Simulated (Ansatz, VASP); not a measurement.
## GaSb in VASP and in Ansatz

Contents of POSCAR:

```
GaSb
1.0
    0.0000000000      3.0590000000      3.0590000000
    3.0590000000      0.0000000000      3.0590000000
    3.0590000000      3.0590000000      0.0000000000
Sb Ga
1 1
Direct
    0.7500000000      0.7500000000      0.7500000000
    0.0000000000      0.0000000000      0.0000000000
```

Contents of INCAR.step1:

```
  ALGO = Normal
  EDIFF = 1E-5
  ENCUT = 520
  GGA = PE
  ISIF = 2
  ISMEAR = -1
  LASPH = True
  LCHARG = False
  LREAL = False
  LWAVE = True
  NBANDS = 16
  NELM = 100
  PREC = Accurate
  SIGMA = 0.05
```

The input INCAR.step2:

```
  AEXX = 0.25
  ALGO = Normal
  EDIFF = 1E-7
  ENCUT = 520
  GGA = PE
  HFSCREEN = 0.3
  ISIF = 2
  ISMEAR = -1
  ISTART = 1
  LASPH = True
  LCHARG = False
  LHFCALC = True
  LREAL = False
  LWAVE = False
  NBANDS = 16
  NELM = 100
  PREC = Accurate
  PRECFOCK = Normal
  SIGMA = 0.05
```

KPOINTS

```
k-points
0
Gamma
  4 4 4
```

input.yaml

```yaml
crystal:
  lattice:
    - [0.0, 3.059, 3.059]
    - [3.059, 0.0, 3.059]
    - [3.059, 3.059, 0.0]
  atoms:
    - { symbol: Sb, position: [0.75, 0.75, 0.75] }
    - { symbol: Ga, position: [0.0, 0.0, 0.0] }
hamiltonian:
  xc: { exchange: pbe, correlation: pbe, exx: { coeff: 0.25, omega: 0.3 } }
  pseudopotentials: { kind: paw }
kpoints:
  mp_grid: { grid: [4, 4, 4] }
scf:
  occupations: { method: fermi_dirac, width: 0.05 }
output:
  forces: true
  stress: true
  eigenvalues: true
```

Alike in both runs: task single point; functional PBE-based screened hybrid; k mesh 4 × 4 × 4; occupations fermi-dirac, width 0.05 eV; no spin polarisation.

|  | VASP | Ansatz |
| --- | --- | --- |
| version | VASP 6.6.1 | Ansatz 0.2.0 |
| potentials or method | VASP PAW PBE potentials, release 64 (Sb, Ga_d) | Ansatz PAW |
| plane-wave cutoff (eV) | 520 | 420 |
| valence electrons in the cell | 18 | 28 |

|  | VASP | Ansatz | Ansatz less VASP |
| --- | --- | --- | --- |
| gap on the k mesh at the Fermi level (eV) | 0.73 | 0.72 | -0.013 |
| least direct gap on the mesh (eV) | 0.73 | 0.72 | -0.013 |
| pressure (GPa) | 0.6 | 1.1 | +0.46 |

VASP's potentials were made for PBE, not for PBE-based screened hybrid. VASP's potentials hold 18 valence electrons a cell and Ansatz's 28, so a difference there can come from the potentials and not from the codes.

The k mesh is coarse, so the values compare programs but aren't converged. Spin-orbit coupling is off throughout.
